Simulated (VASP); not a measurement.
Si2SnB3:

```
CELL_PARAMETERS angstrom
2.37734 -4.27849 0.00000
2.37734 4.27849 0.00000
0.00000 0.00000 3.92383
ATOMIC_POSITIONS crystal
Si 0.50000 0.00000 0.50000
Si 0.00000 0.50000 0.50000
Sn 0.00000 0.00000 0.00000
B 0.67796 0.32204 0.00000
B 0.32204 0.67796 0.00000
B 0.50000 0.50000 0.50000
```

- Program: VASP 6.6.1
- Task: relaxation of cell and atoms
- Functional: PBE
- Potentials or basis: VASP PAW PBE potentials, release 64 (Si, Sn_d, B)
- Cutoff: 600 eV
- k mesh: 4 × 4 × 4
- Occupations: gaussian, width 0.1 eV
- Spin: no spin polarisation

At the start: pressure -5.8 GPa; volume 13.30 Å³/atom.

**Question.** Where does the relaxation end?

**Answer.** Over 33 steps the energy falls by 707.7 meV/atom and the volume is 12.68 Å³/atom (-4.7 %); space group Cmmm (No. 65, to 0.05 Å).

Step by step:
| step | energy change (eV) | largest force (eV/Å) | pressure (GPa) | volume (Å³) |
| --- | --- | --- | --- | --- |
| 1 | 0.0000 | 0.0774 | -5.80 | 79.82 |
| 2 | -0.8626 | 0.4151 | -1.44 | 74.26 |
| 3 | 0.3026 | 2.9248 | 50.08 | 57.53 |
| 4 | -1.4371 | 1.2713 | 5.15 | 69.38 |
| 5 | -1.5230 | 1.6603 | 11.40 | 66.43 |
| 6 | -1.7827 | 1.8725 | 11.93 | 66.24 |
| 7 | -1.3048 | 2.4740 | 20.09 | 64.97 |
| 8 | -1.6688 | 2.1669 | 15.29 | 66.69 |
| 9 | -2.3934 | 1.2626 | 5.07 | 71.71 |
| 10 | -2.1842 | 0.3906 | -0.29 | 80.99 |
| 11 | -2.5456 | 0.1697 | 0.52 | 75.94 |
| 12 | -2.5462 | 0.1300 | 0.70 | 75.62 |
| 13 | -2.5483 | 0.1077 | 0.50 | 75.70 |
| 14 | -2.5526 | 0.0288 | -0.09 | 75.94 |
| 15 | -2.5528 | 0.1652 | -1.13 | 76.41 |
| 16 | -2.5542 | 0.0575 | -0.58 | 76.15 |
| 17 | -2.5580 | 0.0975 | -0.34 | 75.98 |
| 18 | -2.5606 | 0.1766 | 0.12 | 75.71 |
| 19 | -2.5653 | 0.3066 | 0.14 | 75.66 |
| 20 | -2.6067 | 0.7715 | 0.27 | 75.52 |
| 21 | -2.8971 | 1.4311 | 0.19 | 75.18 |
| 22 | -3.5351 | 1.8611 | 1.46 | 74.28 |
| 23 | -3.8293 | 0.6117 | 6.12 | 71.60 |
| 24 | -3.9689 | 1.4429 | 3.82 | 72.63 |
| 25 | -3.9670 | 1.3885 | 4.01 | 72.54 |
| 26 | -4.0145 | 1.2859 | 3.19 | 73.02 |
| 27 | -4.1258 | 0.9783 | 0.90 | 74.47 |
| 28 | -4.2134 | 0.3009 | -2.81 | 77.42 |
| 29 | -4.2404 | 0.0409 | -1.30 | 76.75 |
| 30 | -4.2443 | 0.1456 | -0.32 | 76.38 |
| 31 | -4.2443 | 0.1288 | -0.42 | 76.41 |
| 32 | -4.2456 | 0.0529 | -0.28 | 76.25 |
| 33 | -4.2461 | 0.0244 | -0.16 | 76.08 |

Final structure:
```yaml
crystal:
  lattice:
    - [3.29561, -3.88517, 0.00000]
    - [3.29561, 3.88517, 0.00000]
    - [0.00000, 0.00000, 2.97109]
  atoms:
    - { symbol: Si, position: [0.50000, 0.00000, 0.50000] }
    - { symbol: Si, position: [0.00000, 0.50000, 0.50000] }
    - { symbol: Sn, position: [0.00000, 0.00000, 0.00000] }
    - { symbol: B, position: [0.61233, 0.38767, 0.00000] }
    - { symbol: B, position: [0.38767, 0.61233, 0.00000] }
    - { symbol: B, position: [0.50000, 0.50000, 0.50000] }
```

Caveat: the k points lie up to 0.53 Å⁻¹ apart in the final cell.
